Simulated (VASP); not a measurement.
# AlNi (P1) in VASP: single point with PBEsol

Aim: the single point of AlNi with PBEsol.

All numbers are computed with VASP 6.6.1; they aren't measurements. Logs are shortened: lines on timing, memory, paths and dates and some standing lists are left out, and cuts for length are marked.

## (1) The cell of the first run

The typed cell holds 4 atoms: a = 2.862 Å, b = 2.862 Å, c = 5.724 Å, α = 90.00°, β = 90.00°, γ = 90.00°.

## (2) Single point, PBEsol (atom 2 moved 0.15 Å)

INCAR

```
PREC = Accurate
ENCUT = 520
EDIFF = 1E-6
ISMEAR = 0
SIGMA = 0.15
LREAL = F
LASPH = T
NELM = 60
ALGO = Fast
ISIF = 2
LWAVE = F
LCHARG = F
GGA = PS
NBANDS = 21
```

KPOINTS

```
regular mesh
0
Gamma
  12 12 6
```

POSCAR

```
AlNi
1.0
    2.8621655516      0.0000000000      0.0000000000
    0.0000000000      2.8621655516      0.0000000000
    0.0000000000      0.0000000000      5.7243311031
Al Ni
2 2
Direct
   -0.0014220541     -0.0116965054      0.4971350796
    0.0042661624      0.0350895162      0.0085947612
    0.4985779459      0.4883034946      0.2471350796
    0.4985779459      0.4883034946      0.7471350796
```

Potentials or basis: VASP PAW PBE potentials, release 64 (Al, Ni).

Run with:

```
> cat potpaw_PBE.64/Al/POTCAR potpaw_PBE.64/Ni/POTCAR > POTCAR
> mpirun -np 1 vasp_std > vasp.out
```

OUTCAR:

```text
PREC = Accurate
   ENCUT = 520
   EDIFF = 1E-6
   ISMEAR = 0
   LREAL = F
   LASPH = T
   NELM = 60
   ISIF = 2
   GGA = PS

 ion  position               nearest neighbor table
   1  0.999  0.988  0.497-   3 2.48   4 2.48   3 2.48   4 2.48   3 2.48   4 2.48   3 2.48   4 2.48
                             2 2.80   2 2.93
   2  0.004  0.035  0.009-   3 2.36   3 2.38   4 2.43   4 2.45   3 2.51   3 2.53   4 2.59   4 2.60
                             1 2.80   1 2.93
   3  0.499  0.488  0.247-   2 2.36   2 2.38   1 2.48   1 2.48   1 2.48   1 2.48   2 2.51   2 2.53
                             4 2.86   4 2.86
   4  0.499  0.488  0.747-   2 2.43   2 2.45   1 2.48   1 2.48   1 2.48   1 2.48   2 2.59   2 2.60
                             3 2.86   3 2.86

  LATTYP: Found a simple tetragonal cell.
 ALAT       =     2.8621655516
 C/A-ratio  =     2.0000000000

  Lattice vectors:

 A1 = (   2.8621655516,   0.0000000000,   0.0000000000)
 A2 = (   0.0000000000,   2.8621655516,   0.0000000000)
 A3 = (   0.0000000000,   0.0000000000,   5.7243311031)

Analysis of symmetry for initial positions (statically):
=====================================================================
 Subroutine PRICEL returns:
 Original cell was already a primitive cell.

 Routine SETGRP: Setting up the symmetry group for a
 simple tetragonal supercell.

 Subroutine GETGRP returns: Found  1 space group operations
 (whereof  1 operations were pure point group operations)
 out of a pool of 16 trial point group operations.

The static configuration has the point symmetry C_1 .

Analysis of symmetry for dynamics (positions and initial velocities):
=====================================================================
 Subroutine PRICEL returns:
 Original cell was already a primitive cell.

 Routine SETGRP: Setting up the symmetry group for a
 simple tetragonal supercell.

 Subroutine GETGRP returns: Found  1 space group operations
 (whereof  1 operations were pure point group operations)
 out of a pool of 16 trial point group operations.

The dynamic configuration has the point symmetry C_1 .

 Subroutine INISYM returns: Found  1 space group operations
 (whereof  1 operations are pure point group operations),
 and found     1 'primitive' translations

----------------------------------------------------------------------------------------

                                     Primitive cell

  volume of cell :      46.8937

  direct lattice vectors                    reciprocal lattice vectors
     2.862165552  0.000000000  0.000000000     0.349385800  0.000000000  0.000000000
     0.000000000  2.862165552  0.000000000     0.000000000  0.349385800  0.000000000
     0.000000000  0.000000000  5.724331103     0.000000000  0.000000000  0.174692900

  length of vectors
     2.862165552  2.862165552  5.724331103     0.349385800  0.349385800  0.174692900

  position of ions in fractional coordinates (direct lattice)
     0.998577946  0.988303495  0.497135080
     0.004266162  0.035089516  0.008594761
     0.498577946  0.488303495  0.247135080
     0.498577946  0.488303495  0.747135080

  ion indices of the primitive-cell ions
   primitive index   ion index
                 1           1
                 2           2
                 3           3
                 4           4

----------------------------------------------------------------------------------------

 KPOINTS: regular mesh

Automatic generation of k-mesh.
 Grid dimensions read from file:
 generate k-points for:   12   12    6

 Generating k-lattice:

  Cartesian coordinates                     Fractional coordinates (reciprocal lattice)
     0.029115483  0.000000000  0.000000000     0.083333333  0.000000000  0.000000000
     0.000000000  0.029115483  0.000000000     0.000000000  0.083333333  0.000000000
     0.000000000  0.000000000  0.029115483     0.000000000  0.000000000  0.166666667

  Length of vectors
     0.029115483  0.029115483  0.029115483

  Shift w.r.t. Gamma in fractional coordinates (k-lattice)
     0.000000000  0.000000000  0.000000000

 Subroutine IBZKPT returns following result:
 ===========================================

 Found    436 irreducible k-points:

 Following reciprocal coordinates:
            Coordinates               Weight
  0.000000  0.000000  0.000000      1.000000
  0.083333  0.000000  0.000000      2.000000
  0.000000  0.083333  0.000000      2.000000
  0.166667  0.000000  0.000000      2.000000
  0.000000  0.166667  0.000000      2.000000
  0.250000  0.000000  0.000000      2.000000
[... 16 lines left out ...]
  0.083333  0.250000  0.000000      2.000000
  0.333333  0.083333  0.000000      2.000000
 [... further k-points ...]
   k-points           NKPTS =    436   k-points in BZ     NKDIM =    436   number of bands    NBANDS=     21
   number of dos      NEDOS =    301   number of ions     NIONS =      4
   total plane-waves  NPLWV =  27648
   dimension x,y,z NGX =    24 NGY =   24 NGZ =   48
   dimension x,y,z NGXF=    48 NGYF=   48 NGZF=   96
   ions per type =               2   2
   NGX,Y,Z   is equivalent  to a cutoff of  13.94, 13.94, 13.94 a.u.
   NGXF,Y,Z  is equivalent  to a cutoff of  27.88, 27.88, 27.88 a.u.
 SYSTEM =  unknown system
   PREC   = accura    normal or accurate (medium, high low for compatibility)
   ISTART =      0    job   : 0-new  1-cont  2-samecut
   ICHARG =      2    charge: 1-file 2-atom 10-const
   ISPIN  =      1    spin polarized calculation?
   LNONCOLLINEAR =      F non collinear calculations
   LSORBIT =      F    spin-orbit coupling
   LASPH  =      T    aspherical Exc in radial PAW
   ENCUT  =  520.0 eV  38.22 Ry    6.18 a.u.   5.32  5.32 10.64*2*pi/ulx,y,z
   NELM   =     60;   NELMIN=  2; NELMDL= -5     # of ELM steps
   EDIFF  = 0.1E-05   stopping-criterion for ELM
   LREAL  =      F    real-space projection
   EDIFFG = 0.1E-04   stopping-criterion for IOM
   NSW    =      0    number of steps for IOM
   IBRION =     -1    ionic relax: 0-MD 1-quasi-New 2-CG
   NFREE  =      0    steps in history (QN), initial steepest desc. (CG)
   ISIF   =      2    stress and relaxation
   ISYM   =      2    0-nonsym 1-usesym 2-fastsym
   POTIM  = 0.5000    time-step for ionic-motion
   TEBEG  =    0.0;   TEEND  =   0.0 temperature during run
   PSTRESS=    0.0 pullay stress
   NELECT =      26.0000    total number of electrons
   NUPDOWN=      -1.0000    fix difference up-down
   EMIN   =  10.00;   EMAX   =-10.00  energy-range for DOS
   EFERMI =   0.00;   METHOD = LEGACY
   ISMEAR =     0;   SIGMA  =   0.15  broadening in eV -4-tet -1-fermi 0-gaus
   EFERMI_NEDOS =   21; number of points for ismear=-14 and -15
   IALGO  =     68    algorithm
   IMIX   =      4    mixing-type and parameters
     AMIX     =   0.40;   BMIX     =  1.00
     AMIX_MAG =   1.60;   BMIX_MAG =  1.00
  volume/ion in A,a.u.               =      11.72        79.11
  Fermi-wavevector in a.u.,A,eV,Ry     =   1.344914  2.541519 24.610134  1.808794
  Thomas-Fermi vector in A             =   2.472869
   LORBIT       =      0    0 simple, 1 ext, 2 COOP (PROOUT), +10 PAW based schemes
   GGA     = PS    functional components
   LHFCALC =     F    Hartree Fock is set to
   AEXX    =    0.0000 exact exchange contribution
   IVDW    =     0    specifies the selected vdW correction
   LEPSILON=     F    determine dielectric tensor
   LRPA    =     F    only Hartree local field effects (RPA)
 non-spin polarized calculation
 RMM-DIIS sequential band-by-band and
 Gauss-broadening in eV      SIGMA  =   0.15
  energy-cutoff  :      520.00
  volume of cell :       46.89
 maximum number of plane-waves:      1294
 NGX is ok and might be reduce to    24
   NGX = 11   NGY = 11   NGZ = 21

 number of electron      25.9999998 magnetization

 Free energy of the ion-electron system (eV)
  ---------------------------------------------------
  ext. energy  EPLUGINS =         0.00000000
  ---------------------------------------------------
  free energy    TOTEN  =       -23.09453695 eV

  energy without entropy =      -23.07507817  energy(sigma->0) =      -23.08480756

 E-fermi :  10.1876     XC(G=0): -12.2589

 val. band max:       10.1831460120   @ k =   0.5000  -0.3333   0.1667
 cond. band min:      10.1876967950   @ k =   0.5000   0.4167   0.3333
 fundamental gap:      0.0045507830
 Fermi energy:        10.1876136031

 k-point     1 :       0.0000    0.0000    0.0000
  band No.  band energies     occupation
      1      -1.1225      2.00000
      2       3.1622      2.00000
      3       3.2796      2.00000
      4       6.7929      2.00000
      5       6.8127      2.00000
      6       7.3204      2.00000
[... 13 lines left out ...]
     20      20.2494      0.00000
     21      20.2999      0.00000

 k-point     2 :       0.0833    0.0000    0.0000
  band No.  band energies     occupation
      1      -0.9927      2.00000
      2       3.2462      2.00000
      3       3.4033      2.00000
      4       6.7853      2.00000
      5       6.8425      2.00000
      6       7.3473      2.00000
[... 13 lines left out ...]
     20      19.4869      0.00000
     21      20.4990      0.00000

 k-point     3 :       0.0000    0.0833    0.0000
  band No.  band energies     occupation
      1      -0.9928      2.00000
      2       3.2464      2.00000
      3       3.4030      2.00000
      4       6.7914      2.00000
      5       6.8360      2.00000
      6       7.3473      2.00000
[... 13 lines left out ...]
     20      19.5055      0.00000
     21      20.4490      0.00000

 k-point     4 :       0.1667    0.0000    0.0000
  band No.  band energies     occupation
      1      -0.6061      2.00000
      2       3.4807      2.00000
      3       3.7774      2.00000
      4       6.7137      2.00000
      5       6.9275      2.00000
      6       7.4184      2.00000
[... 13 lines left out ...]
     20      20.8506      0.00000
     21      21.0981      0.00000

 k-point     5 :       0.0000    0.1667    0.0000
  band No.  band energies     occupation
      1      -0.6066      2.00000
      2       3.4818      2.00000
      3       3.7760      2.00000
      4       6.7201      2.00000
      5       6.9195      2.00000
      6       7.4188      2.00000
[... 13 lines left out ...]
     20      20.9418      0.00000
     21      21.0299      0.00000

 k-point     6 :       0.2500    0.0000    0.0000
  band No.  band energies     occupation
      1       0.0290      2.00000
      2       3.8327      2.00000
      3       4.3862      2.00000
      4       6.4211      2.00000
      5       7.0474      2.00000
      6       7.5004      2.00000
[... 13 lines left out ...]
     20      21.5090      0.00000
     21      22.0057      0.00000

 k-point     7 :       0.0000    0.2500    0.0000
  band No.  band energies     occupation
      1       0.0280      2.00000
      2       3.8354      2.00000
      3       4.3827      2.00000
      4       6.4256      2.00000
      5       7.0389      2.00000
      6       7.5042      2.00000
[... 13 lines left out ...]
     20      21.7356      0.00000
     21      21.9787      0.00000
[... 291 lines left out ...]
      1       0.1538      2.00000
      2       3.9075      2.00000
      3       4.4997      2.00000
      4       6.4716      2.00000
      5       7.0509      2.00000
      6       7.3816      2.00000
[... 13 lines left out ...]
     20      19.8546      0.00000
     21      20.6148      0.00000

 k-point    21 :      -0.0833    0.2500    0.0000
  band No.  band energies     occupation
      1       0.1528      2.00000
      2       3.9099      2.00000
      3       4.4962      2.00000
      4       6.4764      2.00000
      5       7.0410      2.00000
      6       7.3890      2.00000
[... 13 lines left out ...]
     20      19.8950      0.00000
     21      20.5908      0.00000

 k-point    22 :      -0.2500    0.0833    0.0000
  band No.  band energies     occupation
      1       0.1537      2.00000
      2       3.9075      2.00000
      3       4.4993      2.00000
      4       6.4715      2.00000
      5       7.0502      2.00000
      6       7.3801      2.00000
[... 13 lines left out ...]
     20      19.8540      0.00000
     21      20.6123      0.00000

 k-point    23 :       0.0833    0.2500    0.0000
  band No.  band energies     occupation
      1       0.1529      2.00000
      2       3.9099      2.00000
      3       4.4966      2.00000
      4       6.4765      2.00000
      5       7.0417      2.00000
      6       7.3906      2.00000
[... 13 lines left out ...]
     20      19.8958      0.00000
     21      20.5933      0.00000

 k-point    24 :       0.3333    0.0833    0.0000
  band No.  band energies     occupation
      1       1.0178      2.00000
      2       4.3143      2.00000
      3       5.2793      2.00000
      4       5.7510      2.00000
      5       7.1763      2.00000
      6       7.2134      2.00000
[... 13 lines left out ...]
     20      20.4145      0.00000
     21      21.5600      0.00000

 [... further k-points ...]
[... 5 lines left out ...]
  --------------------------------------------------------------------------------------
  -------------------------------------------------------------------------------------
  Total        0.3762309      0.2013419      0.3614497      0.0518199      0.1833599      0.0239000
  in kB       12.8543713      6.8790814     12.3493515      1.7704889      6.2647052      0.8165699
  external PRESSURE =      10.6942681 kB  Pullay stress =       0.0000000 kB

 VOLUME and BASIS-vectors are now :
 -----------------------------------------------------------------------------
  energy-cutoff  :      520.00
  volume of cell :       46.89
      direct lattice vectors                 reciprocal lattice vectors
     2.862165552  0.000000000  0.000000000     0.349385800  0.000000000  0.000000000
     0.000000000  2.862165552  0.000000000     0.000000000  0.349385800  0.000000000
     0.000000000  0.000000000  5.724331103     0.000000000  0.000000000  0.174692900

 POSITION                                       TOTAL-FORCE (eV/Angst)
 -----------------------------------------------------------------------------------
      2.85810      2.82869      2.84577         0.008007      0.064855      0.248321
      0.01221      0.10043      0.04920        -0.117650     -0.909515     -0.683428
      1.42701      1.39761      1.41468         0.065726      0.506207      0.318553
      1.42701      1.39761      4.27685         0.043917      0.338454      0.116554
 -----------------------------------------------------------------------------------
    total drift:                                0.000217     -0.000130      0.000510

  FREE ENERGIE OF THE ION-ELECTRON SYSTEM (eV)
  ---------------------------------------------------
  free  energy   TOTEN  =       -23.0945369452 eV

  energy  without entropy=      -23.0750781672  energy(sigma->0) =      -23.08480756
```

Run time: 2.8 min. Hardware: 1 thread of Intel Xeon 6975P-C (Granite Rapids), shared host; peak memory 0.46 GiB.

Results:

| Property | Result |
| --- | --- |
| Free energy | -23.0945 eV |
| Pressure | 1.1 GPa |
| Largest force | 1.144 eV/Å |
| Band gap on the k mesh | zero (band 13 reaches 12.35 eV, above the bottom of band 14 at 9.48 eV) |

Forces in eV/Å, atoms in the order of the input:
```
Al   0.008  0.065  0.248
Al  -0.118 -0.910 -0.683
Ni   0.066  0.506  0.319
Ni   0.044  0.338  0.117
```

Stress tensor (GPa, compression positive):
```
1.29 0.18 0.08
0.18 0.69 0.63
0.08 0.63 1.23
```

Levels at points of the mesh, in eV from the Fermi level:
```csv
k point,band 9,band 10,band 11,band 12,band 13,band 14,band 15,band 16,band 17,band 18
"(0.00, 0.00, 0.00)",-1.68,-1.62,-1.61,-1.47,-0.70,5.54,5.55,5.56,8.19,8.19
"(0.50, 0.00, 0.00)",-2.35,-2.16,-2.10,-1.52,-1.09,-0.70,1.46,2.55,8.30,10.06
"(0.00, 0.50, 0.00)",-2.34,-2.18,-2.12,-1.53,-1.08,-0.69,1.47,2.55,8.31,10.02
"(0.50, 0.50, 0.00)",-2.16,-1.13,-1.05,-0.99,1.46,1.91,1.92,1.95,2.54,3.78
"(0.00, 0.00, 0.50)",-1.96,-1.94,-1.66,-1.48,0.79,0.86,6.82,6.83,7.13,7.14
"(0.50, 0.00, 0.50)",-2.34,-2.14,-1.93,-1.79,-0.81,-0.68,4.75,4.85,4.90,4.98
"(0.00, 0.50, 0.50)",-2.37,-2.16,-1.94,-1.80,-0.80,-0.67,4.70,4.84,4.91,5.02
"(0.50, 0.50, 0.50)",-1.13,-1.00,-0.53,-0.51,-0.30,-0.28,1.52,1.67,2.75,2.87
```

Caveat: the cell differs from its parent crystal (atom 2 moved 0.15 Å); the PAW data sets were made with another functional, which shifts forces and pressure a little.
